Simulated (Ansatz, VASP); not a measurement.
**Sb: VASP beside Ansatz**

Contents of INCAR:

```
PREC     = Accurate       # precision mode
ENCUT    = 520            # plane-wave cutoff, eV
EDIFF    = 1E-6           # SCF threshold, eV
ISMEAR   = -1             # smearing method
SIGMA    = 0.05           # smearing width, eV
LREAL    = F              # projectors in reciprocal space
LASPH    = T              # aspherical terms in the spheres
NELM     = 100            # most SCF steps
ALGO     = Normal         # electronic algorithm
ISIF     = 2              # what is computed and relaxed
LWAVE    = F              # write WAVECAR
LCHARG   = T              # write CHGCAR
GGA      = PE             # functional
LELF     = T              # ELF
LVHAR    = T            
NBANDS   = 12             # bands
```

The input KPOINTS:

```
regular mesh
0
Gamma
  8 8 8
```

POSCAR

```
Sb
1.0
    0.0000000000      3.2710663102      3.2710663102
    3.2710663102      0.0000000000      3.2710663102
    3.2710663102      3.2710663102      0.0000000000
Sb
2
Direct
   -0.2825000000     -0.0725000000     -0.0725000000
    0.2825000000      0.0725000000      0.0725000000
```

Input for Ansatz:

```yaml
crystal:
  lattice:
    - [0.0, 3.2710663102, 3.2710663102]
    - [3.2710663102, 0.0, 3.2710663102]
    - [3.2710663102, 3.2710663102, 0.0]
  atoms:
    - { symbol: Sb, position: [-0.2825, -0.0725, -0.0725] }
    - { symbol: Sb, position: [0.2825, 0.0725, 0.0725] }
kpoints:
  mp_grid: { grid: [8, 8, 8] }
scf:
  occupations: { method: fermi_dirac, width: 0.05 }
hamiltonian:
  xc: pbe
  pseudopotentials: { kind: all_electron, lapw: { basis_error: 0.001 } }
output:
  forces: true
  stress: true
  eigenvalues: true
  populations: true
```

Change from the starting cell: shortest bond scaled by 0.58, LAPW.

Alike in both runs: task single point; functional PBE; k mesh 8 × 8 × 8; occupations fermi-dirac, width 0.05 eV; no spin polarisation.

|  | VASP | Ansatz |
| --- | --- | --- |
| version | VASP 6.6.1 | Ansatz 0.2.0 |
| potentials or method | VASP PAW PBE potentials, release 64 (Sb), cutoff 520 eV | all-electron LAPW, scalar-relativistic |

Ansatz gave:

```
pressure (GPa)                                                : 113.0
traceless stress, the component that is largest in VASP (GPa) : -111.41
rms of the force components (eV/Å)                            : 50.705
```

What did VASP give for the same quantities?

Pressure (GPa): 99.8; traceless stress, the component that is largest in VASP (GPa): -98.66; rms of the force components (eV/Å): 44.804.

Atom by atom the forces differ by 5.900 eV/Å (rms over components). The pressures are high and differ by over a tenth, so treat them with care. Ansatz ran all-electron here, and VASP with PAW potentials.

Spin-orbit coupling is off throughout. Noted on VASP's run: the cell as given lies far from equilibrium.
